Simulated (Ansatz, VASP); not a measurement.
KLiF2 in VASP and in Ansatz

```
Li K F
1.0
     1.62230    0.93664    5.64890
    -1.62230    0.93664    5.64890
     0.00000   -1.87328    5.64890
Li K F
1 1 2
Cartesian
  1.6223 0.9366 5.6489
  0.0000 0.0000 8.4733
  0.0000 0.0000 4.5578
  0.0000 0.0000 12.3889
```

Alike in both runs: task single point; functional LDA; k mesh 6 × 6 × 6; no spin polarisation.

|  | VASP | Ansatz |
| --- | --- | --- |
| version | VASP 6.6.1 | Ansatz 0.2.0 |
| potentials or method | VASP PAW LDA potentials, release 64 (Li_sv, K_sv, F) | plane waves, PAW |
| plane-wave cutoff (eV) | 520 | 420 |
| occupations | gaussian, width 0.01 eV | fixed |
| valence electrons in the cell | 26 | 26 |

|  | VASP | Ansatz | Ansatz less VASP |
| --- | --- | --- | --- |
| gap on the k mesh at the Fermi level (eV) | 6.34 | 6.36 | +0.018 |

LDA's correlation is that of Perdew and Zunger in VASP and of Perdew and Wang (1992) in Ansatz.

Noted on VASP's run: the cutoff is short for stress, so the pressure is rough.
